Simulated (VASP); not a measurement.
A run of VASP 6.6.1 is set up as follows.

File INCAR:

```
PREC = Accurate
ENCUT = 520
EDIFF = 1E-7
ISMEAR = 0
SIGMA = 0.03
LREAL = False
LASPH = True
NELM = 80
ALGO = Normal
ISIF = 2
LWAVE = False
LCHARG = False
GGA = PS
NBANDS = 27
```

Contents of KPOINTS:

```
Automatic mesh
0
Gamma
  12 12 12
```

File POSCAR:

```
InSe
1.0
    1.8325203337      1.0580061080      9.9063052067
   -1.8325203337      1.0580061080      9.9063052067
    0.0000000000     -2.1160122160      9.9063052067
In Se
2 2
Direct
    0.0000000000      0.0000000000      0.0000000000
    0.1122000000      0.1122000000      0.1122000000
    0.6155000000      0.6155000000      0.6155000000
    0.8300000000      0.8300000000      0.8300000000
```

Potentials or basis: VASP PAW PBE potentials, release 64 (In_d, Se).

Run with:

```sh
$ cat potpaw_PBE.64/In_d/POTCAR potpaw_PBE.64/Se/POTCAR > POTCAR
$ mpirun -np 1 vasp_std > vasp.out
```

Estimate the largest force.

0.820 eV/Å.

Predict the band gap on the k mesh.

0.26 eV.

Predict the pressure.

2.4 GPa.

Stress tensor (GPa, compression positive):
```
 7.56  0.00  0.00
 0.00  7.56  0.00
 0.00  0.00 -7.88
```

Caveat: the PAW data sets were made with another functional, which shifts forces and pressure a little; spin-orbit coupling is left out, which moves the levels of the heavy elements. A k mesh can miss the band edges.
